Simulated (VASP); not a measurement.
Here is a VASP 6.6.1 calculation.

File INCAR:

```
SYSTEM = FeRhC4N4
PREC = Accurate
ENCUT = 520
EDIFF = 1E-6
ISMEAR = 0
SIGMA = 0.1
LREAL = .False.
LASPH = .True.
NELM = 150
ALGO = Normal
ISIF = 2
LWAVE = .False.
LCHARG = .False.
ISPIN = 2
MAGMOM = 3.38 -0.51 0 0 0 0 0 0 0 0
LORBIT = 11
LMAXMIX = 4
GGA = PE
NBANDS = 44
```

Contents of KPOINTS:

```
regular mesh
0
Gamma
  6 6 6
  0 0 0
```

The input POSCAR:

```
FeRhC4N4
1.0
    5.8289742829      0.0000000000      0.0000000000
    0.0000000000      5.8289742829      0.0000000000
    0.0000000000      0.0000000000      5.8289742829
Fe Rh C N
1 1 4 4
Direct
    0.5000000000      0.5000000000      0.5000000000
    0.0000000000      0.0000000000      0.0000000000
    0.1938942944      0.1938942944      0.1938942944
    0.1938942944      0.8061057056      0.8061057056
    0.8061057056      0.1938942944      0.8061057056
    0.8061057056      0.8061057056      0.1938942944
    0.3111433678      0.3111433678      0.3111433678
    0.3111433678      0.6888566322      0.6888566322
    0.6888566322      0.3111433678      0.6888566322
    0.6888566322      0.6888566322      0.3111433678
```

Potentials or basis: VASP PAW PBE potentials, release 64 (Fe, Rh_pv, C, N).

Run with:

```sh
$ cat potpaw_PBE.64/Fe/POTCAR potpaw_PBE.64/Rh_pv/POTCAR potpaw_PBE.64/C/POTCAR potpaw_PBE.64/N/POTCAR > POTCAR
$ mpirun -np 1 vasp_std > vasp.out
```

(1) Estimate the site moments.

(2) Predict the pressure.

## Answers

(1) Fe +3.36; Rh -0.69; C +0.01; N -0.03 μB.

(2) 0.3 GPa.

Caveat: a cell with one magnetic atom can't hold antiferromagnetic order, which such compounds often take.
